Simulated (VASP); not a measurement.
Here is a VASP 6.6.1 calculation.

The input INCAR:

```
PREC = Accurate ; ENCUT = 600
EDIFF = 1E-6 ; ISMEAR = 0
SIGMA = 0.1 ; LREAL = F
LASPH = T ; NELM = 100
ALGO = Normal ; ISIF = 3
LWAVE = F ; LCHARG = F
GGA = PE ; IBRION = 2
NSW = 90 ; EDIFFG = -0.04
```

File KPOINTS:

```
regular mesh
0
Gamma
  6 6 6
```

The input POSCAR:

```
Sc3H2
1.0
    2.8283388279      1.6329421836      5.1480014002
   -2.8283388279      1.6329421836      5.1480014002
    0.0000000000     -3.2658843674      5.1480014002
Sc H
6 4
Direct
    0.0562500000      0.4437500000      0.7500000000
    0.7500000000      0.0562500000      0.4437500000
    0.4437500000      0.7500000000      0.0562500000
    0.9437500000      0.5562500000      0.2500000000
    0.2500000000      0.9437500000      0.5562500000
    0.5562500000      0.2500000000      0.9437500000
    0.8521800000      0.8521800000      0.8521800000
    0.6478200000      0.6478200000      0.6478200000
    0.1478200000      0.1478200000      0.1478200000
    0.3521800000      0.3521800000      0.3521800000
```

Potentials or basis: VASP PAW PBE potentials, release 64 (Sc_sv, H).

Command:

```bash
$ cat potpaw_PBE.64/Sc_sv/POTCAR potpaw_PBE.64/H/POTCAR > POTCAR
$ mpirun -np 1 vasp_std > vasp.out
```

**Question.** What does it give for the relaxed cell?

**Answer.** a = 6.061 Å, b = 6.061 Å, c = 6.061 Å, α = 56.82°, β = 56.82°, γ = 56.82°.

**Question.** What does it give for the band gap on the k mesh?

**Answer.** Zero (band 35 reaches 4.86 eV, above the bottom of band 36 at 4.17 eV).

**Question.** Estimate the space group after relaxing (to 0.05 Å).

**Answer.** R-3c (No. 167).

**Question.** Estimate the relaxed volume.

**Answer.** 14.59 Å³/atom.

Forces on the atoms (eV/Å):
```
Sc  -0.012  0.000  0.000
Sc   0.006 -0.010  0.000
Sc   0.006  0.010  0.000
Sc   0.012  0.000  0.000
Sc  -0.006  0.010  0.000
Sc  -0.006 -0.010  0.000
H    0.000  0.000  0.002
H    0.000  0.000 -0.002
H    0.000  0.000 -0.002
H    0.000  0.000  0.002
```
